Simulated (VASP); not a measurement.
A run of VASP 6.6.1 is set up as follows.

The input POSCAR:

```
I
1.0
   -1.6142409343      1.6142409343      3.9204706362
    1.6142409343     -1.6142409343      3.9204706362
    1.6142409343      1.6142409343     -3.9204706362
I
1
Direct
    0.0000000000      0.0000000000      0.0000000000
```

File INCAR.step1:

```
SYSTEM = I
PREC = Accurate ; ENCUT = 520
ISMEAR = -5 ; SIGMA = 0.1
LREAL = .FALSE. ; LASPH = .TRUE.
NELM = 100 ; NBANDS = 10
GGA = PE ; ALGO = Normal
EDIFF = 1E-4 ; LWAVE = .TRUE.
LCHARG = .FALSE.
```

The input INCAR.step2:

```
SYSTEM = I
PREC = Accurate ; ENCUT = 520
EDIFF = 1E-7 ; ISMEAR = 0
SIGMA = 0.1 ; LREAL = .FALSE.
LASPH = .TRUE. ; NELM = 100
ALGO = Normal ; ISIF = 2
LWAVE = .FALSE. ; LCHARG = .FALSE.
METAGGA = R2SCAN ; LMIXTAU = .TRUE.
LORBIT = 11 ; NBANDS = 10
ISTART = 1
```

The input KPOINTS:

```
regular mesh
0
G
  18 18 18
  0 0 0
```

Potentials or basis: VASP PAW PBE potentials, release 64 (I).

Run with:

```console
$ cat potpaw_PBE.64/I/POTCAR > POTCAR
$ cp INCAR.step1 INCAR
$ mpirun -np 1 vasp_std > vasp.out
$ cp INCAR.step2 INCAR
$ mpirun -np 1 vasp_std > vasp.out
```

Problem. What does it give for the pressure?

Solution. -0.1 GPa.

Caveat: the PAW data sets were made with another functional, which shifts forces and pressure a little; an odd number of electrons without spin polarisation forces a metal; a magnetic or distorted state may lie lower.
